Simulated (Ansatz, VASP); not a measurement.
One calculation of CO2, two programs

```
C O
1.0
     4.61354    0.00000    0.00000
     0.00000    4.61354    0.00000
     0.00000    0.00000    4.75472
C O
2 4
Direct
  0.00000 0.00000 0.00000
  0.50000 0.50000 0.50000
  0.17887 0.17887 0.00000
  0.32113 0.67887 0.50000
  0.82113 0.82113 0.00000
  0.67887 0.32113 0.50000
```

Alike in both runs: functional PBEsol; k mesh 5 × 5 × 5; no spin polarisation.

Ansatz relaxed the structure, and its values are those at the end. VASP's run is a single point on that final structure, the one shown.

```csv
,VASP,Ansatz
version,VASP 6.6.1,Ansatz 0.2.0
potentials or method,"VASP PAW PBE potentials, release 64 (C, O)","plane waves, PAW"
plane-wave cutoff (eV),520,420
occupations,"gaussian, width 0.01 eV",fixed
valence electrons in the cell,32,32
```

```tsv
	VASP	Ansatz	Ansatz less VASP
pressure (GPa)	1.5	0.0	-1.47
rms of the force components (eV/Å)	0.333	0.000	-0.3324
```

VASP's potentials were made for PBE, not for PBEsol.

Noted on VASP's run: the standard files for N, O and F lose accuracy on very short bonds.
